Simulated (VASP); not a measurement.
Runs of VASP 6.6.1 on Al2Cu. Symmetry: P4/mmm, No. 123, tetragonal system. Conventional cell: a = 4.105 Å, b = 4.105 Å, c = 2.891 Å, α = 90.00°, β = 90.00°, γ = 90.00°. Al (site symmetry mmm) has 4 Cu at 2.51 Å and 6 Al at 2.89 to 2.90 Å within 3.3 Å. Within 3.3 Å of Cu (site symmetry 4/mmm) lie 8 Al at 2.51 Å and 2 Cu at 2.89 Å. 

| k mesh | smearing | gap on the mesh (eV) | pressure (GPa) |
| --- | --- | --- | --- |
| 10 × 10 × 14 | gaussian 0.1 eV | none | -2.2 |
| 6 × 6 × 10 | gaussian 0.1 eV | none | (a) |
| 5 × 5 × 7 | gaussian 0.1 eV | none | -2.2 |
| 10 × 10 × 14 | fermi-dirac 0.01 eV | none | -2.2 |
| 8 × 8 × 10, shifted | gaussian 0.1 eV | none | -2.3 |

Alike in all rows: task single point; level r2SCAN; potentials or basis VASP PAW PBE potentials, release 64 (Al, Cu); no spin polarisation; cell as given; cutoff (eV) 520.

Task: Estimate the missing entries.

Result: (a) -2.1.

Caveats: the PAW data sets were made with another functional, which shifts forces and pressure a little.

A gap of «none» marks levels without a gap at the run's occupations.
